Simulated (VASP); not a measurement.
# Ti: relaxation of cell and atoms with PBE

Crystal: Ti.

```xyz
1
Lattice="2.6585 0.0000 0.0000 0.0000 2.6585 0.0000 0.0000 0.0000 2.6585" Properties=species:S:1:pos:R:3 pbc="T T T"
Ti    0.0000    0.0000    0.0000
```

This isn't the form of Ti at room conditions, which is hcp.

* Program: VASP 6.6.1
* Task: relaxation of cell and atoms
* Functional: PBE
* Potentials or basis: VASP PAW PBE potentials, release 64 (Ti_sv)
* Cutoff: 600 eV
* k mesh: 14 × 14 × 14
* Occupations: fermi-dirac, width 0.05 eV
* Spin: no spin polarisation
* Dipole correction: no
* Further INCAR settings: ALGO = Normal; EDIFF = 1e-06; IBRION = 2; EDIFFG = -0.005; NSW = 60; ISIF = 3

```json
{
  "Relaxed volume": "18.35 Å³/atom",
  "Relaxed cell": "a = 2.637 Å, b = 2.637 Å, c = 2.637 Å, α = 90.00°, β = 90.00°, γ = 90.00°",
  "Space group after relaxing (to 0.1 Å)": "Pm-3m (No. 221)",
  "Energy gained by relaxing": "2.5 meV/atom",
  "Ionic steps": "3",
  "Pressure after relaxing": "0.0 GPa",
  "Band gap on the k mesh": "zero (bands 6 and 7 overlap by 1.92 eV)"
}
```

The path:
```
step  energy change (eV)  largest force (eV/Å)  pressure (GPa)  volume (Å³)
   1              0.0000                0.0000           -1.75        18.79
   2             -0.0023                0.0000            0.47        18.24
   3             -0.0025                0.0000            0.01        18.35
```

Final structure:
```
Ti
1.0
     2.63748    0.00000    0.00000
     0.00000    2.63748    0.00000
     0.00000    0.00000    2.63748
Ti
1
Cartesian
  0.0000 0.0000 0.0000
```

Levels at points of the mesh, in eV from the Fermi level:
```tsv
k point	band 2	band 3	band 4	band 5	band 6	band 7	band 8	band 9	band 10
(0.00, 0.00, 0.00)	-32.34	-32.34	-32.34	-5.70	-1.27	-1.27	3.93	3.93	3.93
(0.50, 0.00, 0.00)	-33.20	-32.26	-32.26	-1.85	-0.56	-0.21	2.07	2.07	4.10
(0.50, 0.50, 0.00)	-33.07	-33.07	-32.19	-2.66	-0.10	2.49	2.49	5.03	5.20
(0.50, 0.50, 0.50)	-32.96	-32.96	-32.96	-1.15	-1.15	-1.15	5.14	5.14	9.01
```

Run time: 31 s on 1 thread of Intel(R) Xeon(R) Platinum 8488C (Sapphire Rapids) (shared host), peak memory 0.16 GiB.
